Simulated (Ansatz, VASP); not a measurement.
One calculation of Al6N, two programs

```
Al N
1.0
     5.71430    0.00000    0.00000
     0.00000    5.71430    0.00000
     0.00000    0.00000   22.17502
Al N
12 2
Direct
  0.25000 0.25000 0.18038
  0.25000 0.75000 0.18038
  0.75000 0.25000 0.18038
  0.75000 0.75000 0.18038
  0.00000 0.00000 0.27441
  0.00000 0.50000 0.27441
  0.50000 0.00000 0.27441
  0.50000 0.50000 0.27441
  0.25000 0.25000 0.36866
  0.25000 0.75000 0.36866
  0.75000 0.25000 0.36866
  0.75000 0.75000 0.36866
  0.36604 0.50000 0.44803
  0.63396 0.50000 0.44803
```

Alike in both runs: task single point; functional PBE; k mesh 5 × 5 × 1; occupations gaussian, width 0.1 eV; no spin polarisation.

|  | VASP | Ansatz |
| --- | --- | --- |
| version | VASP 6.6.1 | Ansatz 0.2.0 |
| potentials or method | VASP PAW PBE potentials, release 64 (Al, N), cutoff 520 eV | scalar-relativistic, plane waves, PAW |
| valence electrons in the cell | 46 | 46 |

|  | VASP | Ansatz | Ansatz less VASP |
| --- | --- | --- | --- |
| gap on the k mesh at the Fermi level (eV) | none | none | - |
| rms of the force components (eV/Å) | 1.247 | 1.259 | +0.0126 |
| work function, face that differs most (eV) | 5.98 | 5.97 | -0.004 |

Atom by atom the forces differ by 0.014 eV/Å (rms over components). A gap of «none» marks a metal or a gap that the smearing closes. With one functional, cell and mesh, what is left measures potentials, basis and numerics.
